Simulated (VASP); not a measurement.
Crystal: Ti.

```xyz
1
Lattice="0.0000 2.0300 2.0706 2.0300 0.0000 2.0706 2.0300 2.0300 0.0000" Properties=species:S:1:pos:R:3 pbc="T T T"
Ti    0.0000    0.0000    0.0000
```

This cell differs from its parent crystal: zz strain of +2 %.

Base run:

- Program: VASP 6.6.1
- Functional: LDA
- Potentials or basis: VASP PAW LDA potentials, release 64 (Ti_sv)
- Cutoff: 500 eV
- k mesh: 15 × 15 × 15
- Occupations: fermi-dirac, width 0.05 eV
- Spin: no spin polarisation

Its results: band gap on the k mesh zero (bands 6 and 7 overlap by 1.08 eV); pressure -7.0 GPa.

**Question.** The run is repeated on the same cell with these changes: cutoff from 500 eV to 400 eV; further incar settings from ALGO = Normal; EDIFF = 1e-06; NBANDS = 12 to ALGO = Normal; EDIFF = 1e-08; NBANDS = 12. What comes out?

**Answer.** Band gap on the k mesh zero (bands 6 and 7 overlap by 1.08 eV); pressure -7.7 GPa.

Caveats: the cell stands under tension.
